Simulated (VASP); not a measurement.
# Al6H in VASP: single point with PBE

Aim: the single point of Al6H with PBE.

All numbers are computed with VASP 6.6.1; they aren't measurements. Logs are shortened: lines on timing, memory, paths and dates and some standing lists are left out, and cuts for length are marked.

**1. The cell of the first run**

The cell holds a slab with vacuum, 14 atoms: a = 5.714 Å, b = 5.714 Å, c = 22.601 Å, α = 90.00°, β = 90.00°, γ = 120.00°.

**2. Single point, PBE**

INCAR reads:

```
  PREC = Accurate
  ENCUT = 520
  EDIFF = 1E-6
  ISMEAR = 0
  SIGMA = 0.1
  LREAL = False
  LASPH = True
  NELM = 60
  ALGO = Normal
  ISIF = 2
  LWAVE = False
  LCHARG = False
  LDIPOL = True
  IDIPOL = 3
  DIPOL = 0.5 0.5 0.302
  GGA = PE
  NBANDS = 32
```

KPOINTS reads:

```
regular mesh
0
Gamma
  6 6 1
```

POSCAR reads:

```
Al6H
1.0
    5.7135165837      0.0000000000      0.0000000000
   -2.8567582918      4.9480505064      0.0000000000
    0.0000000000      0.0000000000     22.6013782090
Al H
12 2
Direct
    0.3333333333      0.1666666667      0.1769803577
    0.3333333333      0.6666666667      0.1769803577
    0.8333333333      0.1666666667      0.1769803577
    0.8333333333      0.6666666667      0.1769803577
    0.1666666667      0.3333333333      0.2787759109
    0.1666666667      0.8333333333      0.2787759109
    0.6666666667      0.3333333333      0.2787759109
    0.6666666667      0.8333333333      0.2787759109
    0.0000000000      0.0000000000      0.3805687480
    0.0000000000      0.5000000000      0.3805687480
    0.5000000000      0.0000000000      0.3805687480
    0.5000000000      0.5000000000      0.3805687480
    0.1843661658      0.5000000000      0.4429543241
    0.3156338342      0.5000000000      0.4429543241
```

Potentials or basis: VASP PAW PBE potentials, release 64 (Al, H).

Run with:

```sh
$ cat potpaw_PBE.64/Al/POTCAR potpaw_PBE.64/H/POTCAR > POTCAR
$ mpirun -np 1 vasp_std > vasp.out
```

OUTCAR:

```text
PREC = Accurate
   ENCUT = 520
   EDIFF = 1E-6
   ISMEAR = 0
   LREAL = False
   LASPH = True
   NELM = 60
   ISIF = 2
   GGA = PE

 ion  position               nearest neighbor table
   1  0.333  0.167  0.177-   5 2.83   6 2.83   7 2.83   2 2.86   2 2.86   3 2.86   3 2.86   4 2.86
                             4 2.86
   2  0.333  0.667  0.177-   6 2.83   5 2.83   8 2.83   1 2.86   1 2.86   4 2.86   4 2.86   3 2.86
                             3 2.86
   3  0.833  0.167  0.177-   7 2.83   8 2.83   5 2.83   4 2.86   4 2.86   1 2.86   1 2.86   2 2.86
                             2 2.86
   4  0.833  0.667  0.177-   8 2.83   7 2.83   6 2.83   3 2.86   3 2.86   2 2.86   2 2.86   1 2.86
                             1 2.86
   5  0.167  0.333  0.279-   9 2.83  12 2.83  10 2.83   1 2.83   2 2.83   3 2.83   6 2.86   6 2.86
                             7 2.86   7 2.86   8 2.86   8 2.86
   6  0.167  0.833  0.279-  10 2.83  11 2.83   9 2.83   2 2.83   1 2.83   4 2.83   5 2.86   5 2.86
                             8 2.86   8 2.86   7 2.86   7 2.86
   7  0.667  0.333  0.279-  11 2.83  10 2.83  12 2.83   3 2.83   4 2.83   1 2.83   8 2.86   8 2.86
                             5 2.86   5 2.86   6 2.86   6 2.86
   8  0.667  0.833  0.279-  12 2.83   9 2.83  11 2.83   4 2.83   3 2.83   2 2.83   7 2.86   7 2.86
                             6 2.86   6 2.86   5 2.86   5 2.86
   9  0.000  0.000  0.381-   5 2.83   8 2.83   6 2.83  10 2.86  10 2.86  11 2.86  11 2.86  12 2.86
                            12 2.86
  10  0.000  0.500  0.381-  13 1.76   6 2.83   7 2.83   5 2.83   9 2.86   9 2.86  12 2.86  12 2.86
                            11 2.86  11 2.86
  11  0.500  0.000  0.381-   7 2.83   6 2.83   8 2.83  12 2.86  12 2.86   9 2.86   9 2.86  10 2.86
                            10 2.86
  12  0.500  0.500  0.381-  14 1.76   8 2.83   5 2.83   7 2.83  11 2.86  11 2.86  10 2.86  10 2.86
                             9 2.86   9 2.86
  13  0.184  0.500  0.443-  14 0.75  10 1.76
  14  0.316  0.500  0.443-  13 0.75  12 1.76

  LATTYP: Found a hexagonal cell.
 ALAT       =     5.7135165837
 C/A-ratio  =     3.9557736252

  Lattice vectors:

 A1 = (   5.7135165837,   0.0000000000,   0.0000000000)
 A2 = (  -2.8567582918,   4.9480505064,   0.0000000000)
 A3 = (   0.0000000000,   0.0000000000,  22.6013782090)

Analysis of symmetry for initial positions (statically):
=====================================================================
 Subroutine PRICEL returns:
 Original cell was already a primitive cell.

 Routine SETGRP: Setting up the symmetry group for a
 hexagonal supercell.

 Subroutine GETGRP returns: Found  2 space group operations
 (whereof  2 operations were pure point group operations)
 out of a pool of 24 trial point group operations.

The static configuration has the point symmetry C_1h.

Analysis of symmetry for dynamics (positions and initial velocities):
=====================================================================
 Subroutine PRICEL returns:
 Original cell was already a primitive cell.

 Routine SETGRP: Setting up the symmetry group for a
 hexagonal supercell.

 Subroutine GETGRP returns: Found  2 space group operations
 (whereof  2 operations were pure point group operations)
 out of a pool of 24 trial point group operations.

The dynamic configuration has the point symmetry C_1h.

 Subroutine INISYM returns: Found  2 space group operations
 (whereof  2 operations are pure point group operations),
 and found     1 'primitive' translations

----------------------------------------------------------------------------------------

                                     Primitive cell

  volume of cell :     638.9583

  direct lattice vectors                    reciprocal lattice vectors
     5.713516584  0.000000000  0.000000000     0.175023558  0.101049898  0.000000000
    -2.856758292  4.948050506  0.000000000     0.000000000  0.202099796  0.000000000
     0.000000000  0.000000000 22.601378209     0.000000000  0.000000000  0.044245089

  length of vectors
     5.713516584  5.713516584 22.601378209     0.202099796  0.202099796  0.044245089

  position of ions in fractional coordinates (direct lattice)
     0.333333333  0.166666667  0.176980358
[... 56 lines left out ...]

 Following reciprocal coordinates:
            Coordinates               Weight
  0.000000  0.000000  0.000000      1.000000
  0.166667  0.000000  0.000000      4.000000
  0.000000  0.166667  0.000000      2.000000
  0.333333  0.000000  0.000000      4.000000
  0.000000  0.333333  0.000000      2.000000
  0.500000  0.000000  0.000000      2.000000
  0.000000  0.500000  0.000000      1.000000
  0.166667  0.166667  0.000000      4.000000
 -0.333333  0.166667  0.000000      2.000000
  0.333333  0.166667  0.000000      4.000000
 -0.166667  0.500000  0.000000      4.000000
  0.500000  0.333333  0.000000      4.000000
  0.333333  0.333333  0.000000      2.000000
   k-points           NKPTS =     13   k-points in BZ     NKDIM =     13   number of bands    NBANDS=     32
   number of dos      NEDOS =    301   number of ions     NIONS =     14
   total plane-waves  NPLWV = 296352
   dimension x,y,z NGX =    42 NGY =   42 NGZ =  168
   dimension x,y,z NGXF=    84 NGYF=   84 NGZF=  336
   ions per type =              12   2
   NGX,Y,Z   is equivalent  to a cutoff of  12.22, 12.22, 12.36 a.u.
   NGXF,Y,Z  is equivalent  to a cutoff of  24.44, 24.44, 24.71 a.u.
 SYSTEM =  unknown system
   PREC   = accura    normal or accurate (medium, high low for compatibility)
   ISTART =      0    job   : 0-new  1-cont  2-samecut
   ICHARG =      2    charge: 1-file 2-atom 10-const
   ISPIN  =      1    spin polarized calculation?
   LNONCOLLINEAR =      F non collinear calculations
   LSORBIT =      F    spin-orbit coupling
   LASPH  =      T    aspherical Exc in radial PAW
   ENCUT  =  520.0 eV  38.22 Ry    6.18 a.u.  10.62 10.62 42.02*2*pi/ulx,y,z
   NELM   =     60;   NELMIN=  2; NELMDL= -5     # of ELM steps
   EDIFF  = 0.1E-05   stopping-criterion for ELM
   LREAL  =      F    real-space projection
   EDIFFG = 0.1E-04   stopping-criterion for IOM
   NSW    =      0    number of steps for IOM
   IBRION =     -1    ionic relax: 0-MD 1-quasi-New 2-CG
   NFREE  =      0    steps in history (QN), initial steepest desc. (CG)
   ISIF   =      2    stress and relaxation
   ISYM   =      2    0-nonsym 1-usesym 2-fastsym
   POTIM  = 0.5000    time-step for ionic-motion
   TEBEG  =    0.0;   TEEND  =   0.0 temperature during run
   PSTRESS=    0.0 pullay stress
   NELECT =      38.0000    total number of electrons
   NUPDOWN=      -1.0000    fix difference up-down
   EMIN   =  10.00;   EMAX   =-10.00  energy-range for DOS
   EFERMI =   0.00;   METHOD = LEGACY
   ISMEAR =     0;   SIGMA  =   0.10  broadening in eV -4-tet -1-fermi 0-gaus
   EFERMI_NEDOS =   21; number of points for ismear=-14 and -15
   IALGO  =     38    algorithm
   IMIX   =      4    mixing-type and parameters
     AMIX     =   0.40;   BMIX     =  1.00
     AMIX_MAG =   1.60;   BMIX_MAG =  1.00
  volume/ion in A,a.u.               =      45.64       307.99
  Fermi-wavevector in a.u.,A,eV,Ry     =   0.639016  1.207565  5.555826  0.408342
  Thomas-Fermi vector in A             =   1.704550
   LORBIT       =      0    0 simple, 1 ext, 2 COOP (PROOUT), +10 PAW based schemes
   GGA     = PE    functional components
   LHFCALC =     F    Hartree Fock is set to
   AEXX    =    0.0000 exact exchange contribution
   IVDW    =     0    specifies the selected vdW correction
   LEPSILON=     F    determine dielectric tensor
   LRPA    =     F    only Hartree local field effects (RPA)
 non-spin polarized calculation
 Gauss-broadening in eV      SIGMA  =   0.10
  energy-cutoff  :      520.00
  volume of cell :      638.96
 maximum number of plane-waves:     17305
   NGX = 21   NGY = 21   NGZ = 85

 dipolmoment           0.000000      0.000000      0.035213 electrons x Angstroem

 number of electron      38.0000000 magnetization

 dipolmoment           0.000000      0.000000     -0.031230 electrons x Angstroem

 Free energy of the ion-electron system (eV)
  ---------------------------------------------------
  ext. energy  EPLUGINS =         0.00000000
  ---------------------------------------------------
  free energy    TOTEN  =       -47.43884680 eV

  energy without entropy =      -47.41063025  energy(sigma->0) =      -47.42473853

 E-fermi :  -0.0832     XC(G=0):  -4.0261

 val. band max:       -0.1590259275   @ k =   0.3333   0.3333   0.0000
 cond. band min:      -0.0783171850   @ k =   0.0000   0.0000   0.0000
 fundamental gap:      0.0807087425
 Fermi energy:        -0.0832316041

 k-point     1 :       0.0000    0.0000    0.0000
  band No.  band energies     occupation
      1     -11.0683      2.00000
      2     -10.2078      2.00000
      3      -8.4667      2.00000
      4      -5.8566      2.00000
      5      -4.8730      2.00000
      6      -4.8404      2.00000
[... 431 lines left out ...]
     30       3.1719      0.00000
     31       3.5107      0.00000
 [bands above 31 left out]

------------------------ aborting loop because EDIFF is reached ----------------------------------------

 vacuum level on the upper side and lower side of the slab       (xc-potential included)        -0.118         0.078

  FORCE on cell =-STRESS in cart. coord.  units (eV):
  Direction    XX          YY          ZZ          XY          YZ          ZX
  --------------------------------------------------------------------------------------
  -------------------------------------------------------------------------------------
  Total        1.2603619     -1.6597675      4.9649578     -0.0000000     -0.6618177     -0.0000000
  in kB        3.1603363     -4.1618393     12.4495486     -0.0000000     -1.6594968     -0.0000000
  external PRESSURE =       3.8160152 kB  Pullay stress =       0.0000000 kB

 VOLUME and BASIS-vectors are now :
 -----------------------------------------------------------------------------
  energy-cutoff  :      520.00
  volume of cell :      638.96
      direct lattice vectors                 reciprocal lattice vectors
     5.713516584  0.000000000  0.000000000     0.175023558  0.101049898  0.000000000
    -2.856758292  4.948050506  0.000000000     0.000000000  0.202099796  0.000000000
     0.000000000  0.000000000 22.601378209     0.000000000  0.000000000  0.044245089

 POSITION                                       TOTAL-FORCE (eV/Angst)
 -----------------------------------------------------------------------------------
      1.42838      0.82468      4.00000         0.073245     -0.086835     -0.100862
     -0.00000      3.29870      4.00000         0.000000      0.086523     -0.088235
      4.28514      0.82468      4.00000        -0.073245     -0.086835     -0.100862
      2.85676      3.29870      4.00000         0.000000      0.116324     -0.106543
      0.00000      1.64935      6.30072         0.000000      0.033601      0.197378
     -1.42838      4.12338      6.30072        -0.076044      0.069334     -0.048843
      2.85676      1.64935      6.30072        -0.000000     -0.022212      0.050618
      1.42838      4.12338      6.30072         0.076044      0.069334     -0.048843
      0.00000      0.00000      8.60138        -0.000000     -0.197621     -0.149131
     -1.42838      2.47403      8.60138        -1.059816     -0.006787     -0.940085
      2.85676      0.00000      8.60138         0.000000      0.161402     -0.223172
      1.42838      2.47403      8.60138         1.059816     -0.006787     -0.940085
     -0.37500      2.47403     10.01138        -2.242372     -0.064721      1.249332
      0.37500      2.47403     10.01138         2.242372     -0.064721      1.249332
 -----------------------------------------------------------------------------------
    total drift:                               -0.000000      0.000244     -0.000048

  FREE ENERGIE OF THE ION-ELECTRON SYSTEM (eV)
  ---------------------------------------------------
  free  energy   TOTEN  =       -47.4388468015 eV

  energy  without entropy=      -47.4106302503  energy(sigma->0) =      -47.42473853

 vacuum level on the upper side and lower side of the slab         3.662         3.860
```

Wall time 4.8 min (1 thread of Intel Xeon 6975P-C (Granite Rapids), shared host); peak memory 0.7 GiB.

What came out:

```
Free energy            : -47.4388 eV
Largest force          : 2.568 eV/Å
Band gap on the k mesh : zero (bands 19 and 20 overlap by 0.86 eV)
```

Forces on the atoms (eV/Å):
```
Al   0.073 -0.087 -0.101
Al   0.000  0.087 -0.088
Al  -0.073 -0.087 -0.101
Al   0.000  0.116 -0.107
Al   0.000  0.034  0.197
Al  -0.076  0.069 -0.049
Al   0.000 -0.022  0.051
Al   0.076  0.069 -0.049
Al   0.000 -0.198 -0.149
Al  -1.060 -0.007 -0.940
Al   0.000  0.161 -0.223
Al   1.060 -0.007 -0.940
H   -2.242 -0.065  1.249
H    2.242 -0.065  1.249
```

Levels at points of the mesh, in eV from the Fermi level:
| k point | band 16 | band 17 | band 18 | band 19 | band 20 | band 21 | band 22 | band 23 |
| --- | --- | --- | --- | --- | --- | --- | --- | --- |
| (0.00, 0.00, 0.00) | -2.78 | -2.24 | -1.05 | -0.50 | -0.41 | -0.26 | -0.20 | 0.00 |
| (0.50, 0.00, 0.00) | -0.56 | -0.53 | -0.30 | -0.20 | 0.54 | 0.87 | 1.08 | 1.32 |
| (0.00, 0.50, 0.00) | -0.55 | -0.43 | -0.41 | -0.24 | 0.37 | 0.85 | 1.00 | 1.33 |
